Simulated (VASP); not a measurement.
Here is a VASP 6.6.1 calculation.

The input INCAR:

```
PREC = Accurate ; ENCUT = 520
EDIFF = 1E-6 ; ISMEAR = -1
SIGMA = 0.05 ; LREAL = Auto
LASPH = True ; NELM = 100
ALGO = Normal ; ISIF = 2
LWAVE = False ; LCHARG = False
GGA = PS ; NBANDS = 166
NELECT = 256.0 ; ISYM = 0
```

KPOINTS

```
Automatic mesh
0
Gamma
  1 1 1
  0.25 0.25 0.25
```

File POSCAR:

```
Mg32HO32
1.0
    8.4288080000      0.0000000000      0.0000000000
    0.0000000000      8.4288080000      0.0000000000
    0.0000000000      0.0000000000      8.4288080000
O Mg H
32 32 1
Direct
    0.2507930000      0.9991800000      0.9995590000
    0.2508040000      0.9942670000      0.4991970000
    0.2508070000      0.4988150000      0.9946680000
    0.2520880000      0.4976090000      0.4979560000
    0.7505260000      0.9991330000      0.9995080000
    0.7504840000      0.9991580000      0.4992270000
    0.7504870000      0.4988460000      0.9995340000
    0.7552480000      0.4988200000      0.4992010000
    0.0011500000      0.2491910000      0.9994760000
    0.0015420000      0.2478550000      0.4996450000
    0.0014000000      0.7482450000      0.9983210000
    0.0037360000      0.7458840000      0.4982890000
    0.4996400000      0.2499830000      0.0001170000
    0.4954040000      0.2541820000      0.4999080000
    0.5004620000      0.7485280000      0.9994410000
    0.5017680000      0.7481200000      0.4996320000
    0.0011530000      0.9990940000      0.2495750000
    0.0013990000      0.9979430000      0.7486220000
    0.0015380000      0.4992620000      0.2482380000
    0.0037370000      0.4979050000      0.7462680000
    0.4996400000      0.9997430000      0.2503650000
    0.5004580000      0.9990680000      0.7488970000
    0.4954340000      0.4995360000      0.2545460000
    0.5017640000      0.4992560000      0.7484930000
    0.2502020000      0.2543660000      0.2547580000
    0.2503680000      0.2478300000      0.7485160000
    0.2503720000      0.7481440000      0.2482070000
    0.2517290000      0.7458650000      0.7462500000
    0.7499320000      0.2499920000      0.2503760000
    0.7505570000      0.2491850000      0.7489020000
    0.7505650000      0.7485300000      0.2495650000
    0.7516890000      0.7482430000      0.7486180000
    0.9998710000      0.9987080000      0.9990900000
    0.9983290000      0.9961080000      0.4990840000
    0.9983410000      0.4987040000      0.9964990000
    0.9952410000      0.4970810000      0.4974610000
    0.5014440000      0.9994780000      0.9998540000
    0.5025940000      0.9981720000      0.4994460000
    0.5025930000      0.4990720000      0.9985550000
    0.5219410000      0.5054810000      0.5058420000
    0.2505870000      0.2470750000      0.9985470000
    0.2440960000      0.2273720000      0.5060050000
    0.2509390000      0.7512910000      0.9965080000
    0.2525600000      0.7543710000      0.4974420000
    0.7501670000      0.2482210000      0.9998580000
    0.7514430000      0.2470660000      0.4994500000
    0.7509360000      0.7497690000      0.9990850000
    0.7534640000      0.7512540000      0.4990880000
    0.2505900000      0.9981620000      0.2474520000
    0.2509390000      0.9961170000      0.7516800000
    0.2441200000      0.5056180000      0.2278080000
    0.2525590000      0.4970630000      0.7547570000
    0.7501680000      0.9994810000      0.2485990000
    0.7509310000      0.9987090000      0.7501480000
    0.7514460000      0.4990710000      0.2474440000
    0.7534620000      0.4987090000      0.7516330000
    0.0001650000      0.2486950000      0.2490730000
    0.9997670000      0.2476360000      0.7502390000
    0.9997750000      0.7498540000      0.2480140000
    0.0014150000      0.7481950000      0.7485770000
    0.4997350000      0.2499480000      0.2503230000
    0.5009740000      0.2486690000      0.7498640000
    0.5009780000      0.7494890000      0.2490410000
    0.5020220000      0.7498460000      0.7502240000
    0.3194210000      0.4293620000      0.4298620000
```

Potentials or basis: VASP PAW PBE potentials, release 64 (O, Mg, H).

Run with:

```bash
$ cat potpaw_PBE.64/O/POTCAR potpaw_PBE.64/Mg/POTCAR potpaw_PBE.64/H/POTCAR > POTCAR
$ mpirun -np 1 vasp_std > vasp.out
```

**Question.** What does it give for the largest force?

**Answer.** 0.150 eV/Å.

Forces on the atoms (eV/Å):
```
O    0.005 -0.002 -0.001
O    0.003 -0.003 -0.001
O    0.003 -0.001 -0.003
O   -0.082  0.081  0.081
O    0.002 -0.005 -0.002
O    0.000 -0.002 -0.004
O    0.000 -0.004 -0.001
O    0.003 -0.003 -0.003
O    0.005 -0.003  0.000
O    0.003  0.002 -0.001
O    0.002 -0.001  0.000
O    0.001  0.000  0.001
O    0.001  0.002  0.003
O   -0.007  0.009 -0.003
O    0.002 -0.007  0.000
O   -0.001 -0.004 -0.003
O    0.005 -0.002 -0.002
O    0.002  0.001 -0.002
O    0.003 -0.002  0.000
O    0.000  0.000  0.000
O   -0.003  0.001  0.004
O    0.001 -0.002 -0.004
O   -0.007 -0.001  0.006
O    0.000 -0.004 -0.004
O   -0.002  0.004  0.002
O    0.003  0.003 -0.005
O    0.003 -0.006  0.002
O   -0.002  0.002  0.000
O   -0.005  0.002 -0.001
O    0.001 -0.004 -0.004
O    0.000 -0.006 -0.003
O    0.001  0.000 -0.002
Mg  -0.001  0.001  0.001
Mg   0.004  0.004  0.002
Mg   0.004  0.002  0.004
Mg   0.000  0.005  0.005
Mg  -0.002  0.000  0.001
Mg  -0.007 -0.004  0.002
Mg  -0.006  0.002 -0.004
Mg   0.010  0.002  0.003
Mg  -0.002  0.007 -0.002
Mg  -0.003 -0.007  0.004
Mg  -0.002 -0.003  0.002
Mg  -0.005  0.000  0.006
Mg   0.000  0.002  0.000
Mg   0.004  0.008  0.002
Mg   0.000  0.001  0.000
Mg  -0.004 -0.004  0.001
Mg  -0.002 -0.002  0.006
Mg  -0.002  0.001 -0.003
Mg  -0.003  0.002 -0.009
Mg  -0.005  0.005 -0.001
Mg   0.000  0.000  0.000
Mg  -0.001  0.001  0.001
Mg   0.004  0.003  0.006
Mg  -0.003  0.002 -0.004
Mg  -0.005  0.001  0.001
Mg   0.000  0.003  0.001
Mg  -0.001  0.001  0.002
Mg  -0.002  0.003  0.003
Mg   0.004 -0.005 -0.005
Mg  -0.001  0.001  0.006
Mg   0.000  0.007  0.001
Mg  -0.003  0.000  0.000
H    0.093 -0.083 -0.084
```

Caveat: the cell carries a net charge on a neutralising background, which shifts energy and pressure; the PAW data sets were made with another functional, which shifts forces and pressure a little.
